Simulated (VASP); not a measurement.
Input of a VASP 6.6.1 run:

The input INCAR:

```
PREC = Accurate ; ENCUT = 520
EDIFF = 1E-6 ; ISMEAR = 0
SIGMA = 0.1 ; LREAL = False
LASPH = True ; NELM = 80
ALGO = Normal ; ISIF = 2
LWAVE = False ; LCHARG = False
GGA = PE ; NBANDS = 41
```

File KPOINTS:

```
Automatic mesh
0
Gamma
  6 6 4
```

The input POSCAR:

```
SiGe2
1.0
    5.1292914100      0.0000000000      0.0000000000
   -2.5646457100      4.4420966700      0.0000000000
    0.0000000000      0.0000000000      4.7193530800
Si Ge
2 4
Direct
    0.3333333300      0.6666666700      0.5000000000
    0.6666666700      0.3333333300      0.5000000000
    0.0000000000      0.6666666700      0.0000000000
    0.6666666700      0.0000000000      0.0000000000
    0.3333333300      0.3333333300      0.0000000000
    0.0000000000      0.0000000000      0.5000000000
```

Potentials or basis: VASP PAW PBE potentials, release 64 (Si, Ge_d).

Run with:

```console
$ cat potpaw_PBE.64/Si/POTCAR potpaw_PBE.64/Ge_d/POTCAR > POTCAR
$ mpirun -np 1 vasp_std > vasp.out
```

Q: Estimate the pressure.

A: -1.0 GPa.

Q: Predict the band gap on the k mesh.

A: Zero (bands 32 and 33 overlap by 3.52 eV).

Q: Estimate the largest force.

A: 0.201 eV/Å.

Forces on the atoms (eV/Å):
```
Si   0.000  0.000  0.000
Si   0.000  0.000  0.000
Ge   0.101 -0.174  0.000
Ge  -0.201  0.000  0.000
Ge   0.101  0.174  0.000
Ge   0.000  0.000  0.000
```
